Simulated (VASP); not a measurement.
# Pd (Fm-3m) in VASP: a series of runs

Runs on Pd. Level: r2SCAN. Tasks: single point.

Everything below comes from runs of VASP 6.6.1. Logs are shortened: lines on timing, memory, paths and dates and some standing lists are left out, and cuts for length are marked.

## (1) The cell of the first run

Symmetry: Fm-3m, No. 225, cubic system. Conventional cell: a = 3.914 Å, b = 3.914 Å, c = 3.914 Å, α = 90.00°, β = 90.00°, γ = 90.00°. Within 3.6 Å of Pd (site symmetry m-3m) lie 12 Pd at 2.77 Å.

## (2) Single point, r2SCAN, collinear spin, ferromagnetic start

POSCAR

```
Pd
1.0
    0.0000000000      1.9567730079      1.9567730079
    1.9567730079      0.0000000000      1.9567730079
    1.9567730079      1.9567730079      0.0000000000
Pd
1
Direct
    0.0000000000      0.0000000000      0.0000000000
```

INCAR.step1

```
PREC     = Accurate       # precision mode
ENCUT    = 520            # plane-wave cutoff, eV
ISMEAR   = 1              # smearing method
SIGMA    = 0.3            # smearing width, eV
LREAL    = F              # projectors in reciprocal space
LASPH    = T              # aspherical terms in the spheres
NELM     = 150            # most SCF steps
ISPIN    = 2              # spin polarisation
MAGMOM   = 0.436          # initial moments
LMAXMIX  = 4              # l up to which the mixer works
NBANDS   = 15             # bands
GGA      = PE             # functional
ALGO     = Normal         # electronic algorithm
EDIFF    = 1E-4           # SCF threshold, eV
LWAVE    = T              # write WAVECAR
LCHARG   = F              # write CHGCAR
```

INCAR.step2

```
PREC     = Accurate       # precision mode
ENCUT    = 520            # plane-wave cutoff, eV
EDIFF    = 1E-7           # SCF threshold, eV
ISMEAR   = 1              # smearing method
SIGMA    = 0.3            # smearing width, eV
LREAL    = F              # projectors in reciprocal space
LASPH    = T              # aspherical terms in the spheres
NELM     = 150            # most SCF steps
ALGO     = Normal         # electronic algorithm
ISIF     = 2              # what is computed and relaxed
LWAVE    = F              # write WAVECAR
LCHARG   = F              # write CHGCAR
ISPIN    = 2              # spin polarisation
MAGMOM   = 0.436          # initial moments
LORBIT   = 11             # projections on sites
LMAXMIX  = 4              # l up to which the mixer works
METAGGA  = R2SCAN         # meta-GGA
LMIXTAU  = T            
NBANDS   = 15             # bands
ISTART   = 1
```

KPOINTS

```
Automatic mesh
0
Gamma
  14 14 14
```

Potentials or basis: VASP PAW PBE potentials, release 64 (Pd).

The run is started by

```console
> cat potpaw_PBE.64/Pd/POTCAR > POTCAR
> cp INCAR.step1 INCAR
> mpirun -np 1 vasp_std > vasp.out
> cp INCAR.step2 INCAR
> mpirun -np 1 vasp_std > vasp.out
```

OUTCAR:

```text
PREC = Accurate
   ENCUT = 520
   EDIFF = 1E-7
   ISMEAR = 1
   LREAL = F
   LASPH = T
   NELM = 150
   ISIF = 2
   ISPIN = 2
   LORBIT = 11
   METAGGA = R2SCAN
   ISTART = 1

 ion  position               nearest neighbor table
   1  0.000  0.000  0.000-

  LATTYP: Found a face centered cubic cell.
 ALAT       =     3.9135460158

  Lattice vectors:

 A1 = (   0.0000000000,   1.9567730079,   1.9567730079)
 A2 = (   1.9567730079,   0.0000000000,   1.9567730079)
 A3 = (   1.9567730079,   1.9567730079,   0.0000000000)

Analysis of symmetry for initial positions (statically):
=====================================================================
 Subroutine PRICEL returns:
 Original cell was already a primitive cell.

 Routine SETGRP: Setting up the symmetry group for a
 face centered cubic supercell.

 Subroutine GETGRP returns: Found 48 space group operations
 (whereof 48 operations were pure point group operations)
 out of a pool of 48 trial point group operations.

The static configuration has the point symmetry O_h .

Analysis of symmetry for dynamics (positions and initial velocities):
=====================================================================
 Subroutine PRICEL returns:
 Original cell was already a primitive cell.

 Routine SETGRP: Setting up the symmetry group for a
 face centered cubic supercell.

 Subroutine GETGRP returns: Found 48 space group operations
 (whereof 48 operations were pure point group operations)
 out of a pool of 48 trial point group operations.

The dynamic configuration has the point symmetry O_h .

Analysis of structural, dynamic, and magnetic symmetry:
=====================================================================
 Subroutine PRICEL returns:
 Original cell was already a primitive cell.

 Routine SETGRP: Setting up the symmetry group for a
 face centered cubic supercell.

 Subroutine GETGRP returns: Found 48 space group operations
 (whereof 48 operations were pure point group operations)
 out of a pool of 48 trial point group operations.

The overall configuration has the point symmetry O_h .

 Subroutine INISYM returns: Found 48 space group operations
 (whereof 48 operations are pure point group operations),
 and found     1 'primitive' translations

----------------------------------------------------------------------------------------

                                     Primitive cell

  volume of cell :      14.9848

  direct lattice vectors                    reciprocal lattice vectors
     0.000000000  1.956773008  1.956773008    -0.255522740  0.255522740  0.255522740
     1.956773008  0.000000000  1.956773008     0.255522740 -0.255522740  0.255522740
     1.956773008  1.956773008  0.000000000     0.255522740  0.255522740 -0.255522740

  length of vectors
     2.767294926  2.767294926  2.767294926     0.442578368  0.442578368  0.442578368

  position of ions in fractional coordinates (direct lattice)
     0.000000000  0.000000000  0.000000000

  ion indices of the primitive-cell ions
   primitive index   ion index
                 1           1

----------------------------------------------------------------------------------------

 KPOINTS: Automatic mesh

Automatic generation of k-mesh.
 Grid dimensions read from file:
 generate k-points for:   14   14   14

 Generating k-lattice:

  Cartesian coordinates                     Fractional coordinates (reciprocal lattice)
    -0.018251624  0.018251624  0.018251624     0.071428571  0.000000000  0.000000000
     0.018251624 -0.018251624  0.018251624     0.000000000  0.071428571  0.000000000
     0.018251624  0.018251624 -0.018251624     0.000000000  0.000000000  0.071428571

  Length of vectors
     0.031612741  0.031612741  0.031612741

  Shift w.r.t. Gamma in fractional coordinates (k-lattice)
     0.000000000  0.000000000  0.000000000

 Subroutine IBZKPT returns following result:
 ===========================================

 Found    104 irreducible k-points:

 Following reciprocal coordinates:
            Coordinates               Weight
  0.000000  0.000000  0.000000      1.000000
  0.071429  0.000000  0.000000      8.000000
  0.142857  0.000000  0.000000      8.000000
  0.214286  0.000000  0.000000      8.000000
  0.285714  0.000000  0.000000      8.000000
  0.357143  0.000000  0.000000      8.000000
[... 16 lines left out ...]
  0.214286  0.142857  0.000000     24.000000
  0.285714  0.142857  0.000000     24.000000
 [... further k-points ...]
   k-points           NKPTS =    104   k-points in BZ     NKDIM =    104   number of bands    NBANDS=     15
   number of dos      NEDOS =    301   number of ions     NIONS =      1
   total plane-waves  NPLWV =  13824
   dimension x,y,z NGX =    24 NGY =   24 NGZ =   24
   dimension x,y,z NGXF=    48 NGYF=   48 NGZF=   48
   ions per type =               1
   NGX,Y,Z   is equivalent  to a cutoff of  14.42, 14.42, 14.42 a.u.
   NGXF,Y,Z  is equivalent  to a cutoff of  28.84, 28.84, 28.84 a.u.
 SYSTEM =  unknown system
   PREC   = accura    normal or accurate (medium, high low for compatibility)
   ISTART =      1    job   : 0-new  1-cont  2-samecut
   ICHARG =      0    charge: 1-file 2-atom 10-const
   ISPIN  =      2    spin polarized calculation?
   LNONCOLLINEAR =      F non collinear calculations
   LSORBIT =      F    spin-orbit coupling
   LASPH  =      T    aspherical Exc in radial PAW
   ENCUT  =  520.0 eV  38.22 Ry    6.18 a.u.   5.15  5.15  5.15*2*pi/ulx,y,z
   NELM   =    150;   NELMIN=  2; NELMDL=  0     # of ELM steps
   EDIFF  = 0.1E-06   stopping-criterion for ELM
   LREAL  =      F    real-space projection
   EDIFFG = 0.1E-05   stopping-criterion for IOM
   NSW    =      0    number of steps for IOM
   IBRION =     -1    ionic relax: 0-MD 1-quasi-New 2-CG
   NFREE  =      0    steps in history (QN), initial steepest desc. (CG)
   ISIF   =      2    stress and relaxation
   ISYM   =      2    0-nonsym 1-usesym 2-fastsym
   POTIM  = 0.5000    time-step for ionic-motion
   TEBEG  =    0.0;   TEEND  =   0.0 temperature during run
   PSTRESS=    0.0 pullay stress
   NELECT =      10.0000    total number of electrons
   NUPDOWN=      -1.0000    fix difference up-down
   EMIN   =  10.00;   EMAX   =-10.00  energy-range for DOS
   EFERMI =   0.00;   METHOD = LEGACY
   ISMEAR =     1;   SIGMA  =   0.30  broadening in eV -4-tet -1-fermi 0-gaus
   EFERMI_NEDOS =   21; number of points for ismear=-14 and -15
   IALGO  =     38    algorithm
   IMIX   =      4    mixing-type and parameters
     AMIX     =   0.40;   BMIX     =  1.00
     AMIX_MAG =   1.60;   BMIX_MAG =  1.00
  volume/ion in A,a.u.               =      14.98       101.12
  Fermi-wavevector in a.u.,A,eV,Ry     =   1.430620  2.703480 27.846696  2.046674
  Thomas-Fermi vector in A             =   2.550446
   LORBIT       =     11    0 simple, 1 ext, 2 COOP (PROOUT), +10 PAW based schemes
   METAGGA = R2SCAN    functional components
   LHFCALC =     F    Hartree Fock is set to
   AEXX    =    0.0000 exact exchange contribution
   IVDW    =     0    specifies the selected vdW correction
   LEPSILON=     F    determine dielectric tensor
   LRPA    =     F    only Hartree local field effects (RPA)
 spin polarized calculation
 Methfessel and Paxton  Order N= 1 SIGMA  =   0.30
  energy-cutoff  :      520.00
  volume of cell :       14.98
 maximum number of plane-waves:       415
 NGX is ok and might be reduce to    24
   NGX = 11   NGY = 11   NGZ = 11

 number of electron       9.9999999 magnetization       0.4919087

 Free energy of the ion-electron system (eV)
  ---------------------------------------------------
  ext. energy  EPLUGINS =         0.00000000
  ---------------------------------------------------
  free energy    TOTEN  =       -22.95856809 eV

  energy without entropy =      -22.95894939  energy(sigma->0) =      -22.95869519

 E-fermi :   9.4473     XC(G=0): -14.0165

 val. band max:        9.4281920672   @ k =  -0.4286   0.0714   0.0000
 cond. band min:       9.4515006324   @ k =   0.5000   0.5000   0.0000
 fundamental gap:      0.0233085651
 Fermi energy:         9.4472576486

 spin component 1

 k-point     1 :       0.0000    0.0000    0.0000
  band No.  band energies     occupation
      1       2.2878      1.00000
      2       6.2196      1.00000
      3       6.2196      1.00000
      4       6.2196      1.00000
      5       7.8724      1.00000
      6       7.8724      1.00000
      7      27.3558      0.00000
      8      31.1987      0.00000
      9      32.2425      0.00000
     10      32.2425      0.00000
     11      32.2425      0.00000
     12      37.7551      0.00000
     13      40.7537      0.00000
     14      40.7537      0.00000
     15      40.7537      0.00000
[... 397 lines left out ...]
 k-point    24 :       0.2857    0.1429    0.0000
  band No.  band energies     occupation
      1       4.3362      1.00000
      2       5.5220      1.00000
      3       6.5680      1.00000
      4       6.9579      1.00000
      5       8.0759      1.00000
      6       8.4268      1.00001
      7      25.2611      0.00000
      8      28.7398      0.00000
      9      29.8380      0.00000
     10      31.1497      0.00000
     11      31.8903      0.00000
     12      36.5204      0.00000
     13      38.5347      0.00000
     14      38.8903      0.00000
     15      42.1004      0.00000

 [... further k-points ...]

 spin component 2

 k-point     1 :       0.0000    0.0000    0.0000
  band No.  band energies     occupation
      1       2.2702      1.00000
      2       6.7849      1.00000
      3       6.7849      1.00000
      4       6.7849      1.00000
      5       8.2631      1.00000
      6       8.2631      1.00000
      7      27.3472      0.00000
      8      32.2578      0.00000
      9      32.2578      0.00000
     10      32.2578      0.00000
     11      32.5219      0.00000
     12      37.7277      0.00000
     13      40.8995      0.00000
     14      40.8995      0.00000
     15      40.8995      0.00000
[... 397 lines left out ...]
 k-point    24 :       0.2857    0.1429    0.0000
  band No.  band energies     occupation
      1       4.4286      1.00000
      2       5.9806      1.00000
      3       7.0049      1.00000
      4       7.4837      1.00000
      5       8.5184      1.00005
      6       8.8843      1.01167
      7      25.3798      0.00000
      8      28.7771      0.00000
      9      29.9471      0.00000
     10      31.8678      0.00000
     11      32.5722      0.00000
     12      36.7012      0.00000
     13      38.6421      0.00000
     14      39.0312      0.00000
     15      42.3096      0.00000

 [... further k-points ...]
[... 5 lines left out ...]
  --------------------------------------------------------------------------------------
  -------------------------------------------------------------------------------------
  Total        0.0624356      0.0624356      0.0624356     -0.0000000     -0.0000000      0.0000000
  in kB        6.6756216      6.6756216      6.6756216     -0.0000000     -0.0000000      0.0000000
  external PRESSURE =       6.6756216 kB  Pullay stress =       0.0000000 kB

 VOLUME and BASIS-vectors are now :
 -----------------------------------------------------------------------------
  energy-cutoff  :      520.00
  volume of cell :       14.98
      direct lattice vectors                 reciprocal lattice vectors
     0.000000000  1.956773008  1.956773008    -0.255522740  0.255522740  0.255522740
     1.956773008  0.000000000  1.956773008     0.255522740 -0.255522740  0.255522740
     1.956773008  1.956773008  0.000000000     0.255522740  0.255522740 -0.255522740

 POSITION                                       TOTAL-FORCE (eV/Angst)
 -----------------------------------------------------------------------------------
      0.00000      0.00000      0.00000        -0.000000     -0.000000     -0.000000
 -----------------------------------------------------------------------------------
    total drift:                               -0.000000      0.000000     -0.000000

  FREE ENERGIE OF THE ION-ELECTRON SYSTEM (eV)
  ---------------------------------------------------
  free  energy   TOTEN  =       -22.9585680917 eV

  energy  without entropy=      -22.9589493873  energy(sigma->0) =      -22.95869519

 total charge

# of ion       s       p       d       tot
------------------------------------------
    1        0.509   0.448   8.490   9.447

 magnetization (x)

# of ion       s       p       d       tot
------------------------------------------
    1        0.002  -0.014   0.509   0.498
```

Wall time 70 s (1 thread of Intel Xeon 6975P-C (Granite Rapids), shared host); peak memory 0.18 GiB.

Results:

- Free energy: -22.9586 eV
- Pressure: 0.7 GPa
- Net moment: 0.49 μB per cell
- Site moments: Pd +0.50 μB
- Valence electrons inside the program's atomic spheres: Pd 9.45

Levels at points of the mesh, in eV from the Fermi level:
Spin up:
```tsv
k point	band 1	band 2	band 3	band 4	band 5	band 6	band 7	band 8	band 9	band 10
(0.00, 0.00, 0.00)	-7.16	-3.23	-3.23	-3.23	-1.57	-1.57	17.91	21.75	22.80	22.80
(0.50, 0.00, 0.00)	-5.58	-3.23	-3.23	-0.42	-0.42	1.24	7.31	17.31	21.76	21.81
(0.50, 0.50, 0.00)	-5.62	-5.47	-0.41	-0.14	-0.14	3.56	10.93	13.72	13.72	21.38
```
Spin down:
```csv
k point,band 3,band 4,band 5,band 6,band 7,band 8
"(0.00, 0.00, 0.00)",-2.66,-2.66,-1.18,-1.18,17.90,22.81
"(0.50, 0.00, 0.00)",-2.81,0.14,0.14,1.19,7.66,17.29
"(0.50, 0.50, 0.00)",0.00,0.53,0.53,3.55,11.15,13.76
```

Caveat: the PAW data sets were made with another functional, which shifts forces and pressure a little.

## (3) Single point, r2SCAN, collinear spin, ferromagnetic start

POSCAR is that of step 2.

INCAR.step1

```
ALGO = Normal
EDIFF = 1E-4
ENCUT = 520
GGA = PE
ISMEAR = 1
ISPIN = 2
LASPH = True
LCHARG = False
LMAXMIX = 4
LREAL = False
LWAVE = True
MAGMOM = 0.436
NBANDS = 15
NELM = 150
PREC = Accurate
SIGMA = 0.6
```

INCAR.step2

```
ALGO = Normal
EDIFF = 1E-6
ENCUT = 520
ISIF = 2
ISMEAR = 1
ISPIN = 2
ISTART = 1
LASPH = True
LCHARG = True
LELF = True
LMAXMIX = 4
LMIXTAU = True
LORBIT = 11
LREAL = False
LVHAR = True
LWAVE = False
MAGMOM = 0.436
METAGGA = R2SCAN
NBANDS = 15
NELM = 150
PREC = Accurate
SIGMA = 0.6
```

KPOINTS

```
k-points
0
Gamma
  14 14 14
```

Potentials or basis: VASP PAW PBE potentials, release 64 (Pd).

The run is started by

```console
> cat potpaw_PBE.64/Pd/POTCAR > POTCAR
> cp INCAR.step1 INCAR
> mpirun -np 1 vasp_std > vasp.out
> cp INCAR.step2 INCAR
> mpirun -np 1 vasp_std > vasp.out
```

Wall time 65 s (1 thread of Intel Xeon 6975P-C (Granite Rapids), shared host); peak memory 0.18 GiB.

Results (log left out):

```
Free energy                                           : -22.9666 eV
Pressure                                              : 0.2 GPa
Band gap on the k mesh                                : zero (filled and empty bands overlap)
Net moment                                            : 0.01 μB per cell
Valence electrons inside the program's atomic spheres : Pd 9.45
```

Levels at points of the mesh, in eV from the Fermi level:
Spin up:
```
           k point  band 1  band 2  band 3  band 4  band 5  band 6  band 7  band 8  band 9  band 10
(0.00, 0.00, 0.00)   -7.11   -2.89   -2.89   -2.89   -1.32   -1.32   17.97   22.45   22.86    22.86
(0.50, 0.00, 0.00)   -5.35   -2.96   -2.96   -0.08   -0.08    1.28    7.54   17.36   21.93    21.93
(0.50, 0.50, 0.00)   -5.45   -5.18   -0.14    0.25    0.25    3.62   11.10   13.79   13.79    21.82
```
Spin down:
| k point | band 3 | band 4 | band 5 | band 6 | band 7 | band 8 |
| --- | --- | --- | --- | --- | --- | --- |
| (0.00, 0.00, 0.00) | -2.88 | -2.88 | -1.32 | -1.32 | 17.97 | 22.47 |
| (0.50, 0.00, 0.00) | -2.96 | -0.08 | -0.08 | 1.28 | 7.54 | 17.36 |
| (0.50, 0.50, 0.00) | -0.14 | 0.26 | 0.26 | 3.62 | 11.10 | 13.80 |

Caveat: the PAW data sets were made with another functional, which shifts forces and pressure a little.

## (4) Single point, r2SCAN, collinear spin, ferromagnetic start

POSCAR is that of step 3.

INCAR.step1

```
SYSTEM = Pd
PREC = Accurate
ENCUT = 520
ISMEAR = 1
SIGMA = 1.0
LREAL = .FALSE.
LASPH = .TRUE.
NELM = 150
ISPIN = 2
MAGMOM = 0.436
LMAXMIX = 4
NBANDS = 15
GGA = PE
ALGO = Normal
EDIFF = 1E-4
LWAVE = .TRUE.
LCHARG = .FALSE.
```

INCAR.step2

```
SYSTEM = Pd
PREC = Accurate
ENCUT = 520
EDIFF = 1E-7
ISMEAR = 1
SIGMA = 1.0
LREAL = .FALSE.
LASPH = .TRUE.
NELM = 150
ALGO = Normal
ISIF = 2
LWAVE = .FALSE.
LCHARG = .TRUE.
ISPIN = 2
MAGMOM = 0.436
LORBIT = 11
LMAXMIX = 4
METAGGA = R2SCAN
LMIXTAU = .TRUE.
LELF = .TRUE.
LVHAR = .TRUE.
NBANDS = 15
ISTART = 1
```

KPOINTS

```
regular mesh
0
G
  14 14 14
  0 0 0
```

The run is started by

```console
> cat potpaw_PBE.64/Pd/POTCAR > POTCAR
> cp INCAR.step1 INCAR
> mpirun -np 1 vasp_std > vasp.out
> cp INCAR.step2 INCAR
> mpirun -np 1 vasp_std > vasp.out
```

Wall time 79 s (1 thread of Intel Xeon 6975P-C (Granite Rapids), shared host); peak memory 0.18 GiB.

It converged, with:

```
Free energy                                           : -22.9929 eV
Pressure                                              : -0.2 GPa
Band gap on the k mesh                                : zero (filled and empty bands overlap)
Net moment                                            : 0.00 μB per cell
Valence electrons inside the program's atomic spheres : Pd 9.45
```

Levels at points of the mesh, in eV from the Fermi level:
Spin up:
```tsv
k point	band 3	band 4	band 5	band 6	band 7	band 8
(0.00, 0.00, 0.00)	-2.95	-2.95	-1.38	-1.38	17.92	22.37
(0.50, 0.00, 0.00)	-3.02	-0.15	-0.15	1.22	7.48	17.30
(0.50, 0.50, 0.00)	-0.21	0.19	0.19	3.55	11.03	13.74
```
Spin down:
```tsv
k point	band 2	band 3	band 4	band 5	band 6	band 7	band 8	band 9
(0.00, 0.00, 0.00)	-2.95	-2.95	-2.95	-1.38	-1.38	17.92	22.37	22.80
(0.50, 0.00, 0.00)	-3.02	-3.02	-0.15	-0.15	1.22	7.48	17.30	21.87
(0.50, 0.50, 0.00)	-5.24	-0.21	0.19	0.19	3.55	11.03	13.74	13.74
```

Caveat: the PAW data sets were made with another functional, which shifts forces and pressure a little.

(Continued in part 2 of 2.)
